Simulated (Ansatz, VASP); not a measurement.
Fe: VASP beside Ansatz

```
CELL_PARAMETERS angstrom
2.43416 0.00000 0.00000
-1.21708 2.10804 0.00000
0.00000 0.00000 3.95719
ATOMIC_POSITIONS crystal
Fe 0.33333 0.66667 0.25000
Fe 0.66667 0.33333 0.75000
```

Change from the starting cell: zz strain of +3 %, crystal datasets.

Alike in both runs: task electric field gradients; functional PBE; k mesh 17 × 17 × 10; occupations fermi-dirac, width 0.08 eV; no spin polarisation.

|  | VASP | Ansatz |
| --- | --- | --- |
| version | VASP 6.6.1 | Ansatz 0.2.0 |
| potentials or method | VASP PAW PBE potentials, release 64 (Fe), cutoff 520 eV | all-electron PAW with datasets made for the crystal, scalar-relativistic |

VASP gave:

| Property | Result |
| --- | --- |
| pressure (GPa) | 0.9 |
| traceless stress, the component that is largest in VASP (GPa) | -8.23 |
| size of Vzz on the site where it differs most (V/Å²) | 0.0 |

Question: Which values does Ansatz return?

Answer: Pressure (GPa): 1.5; traceless stress, the component that is largest in VASP (GPa): -8.39; size of Vzz on the site where it differs most (V/Å²): 0.4.

Ansatz ran all-electron here, and VASP with PAW potentials. Ansatz's warnings: printed levels off.
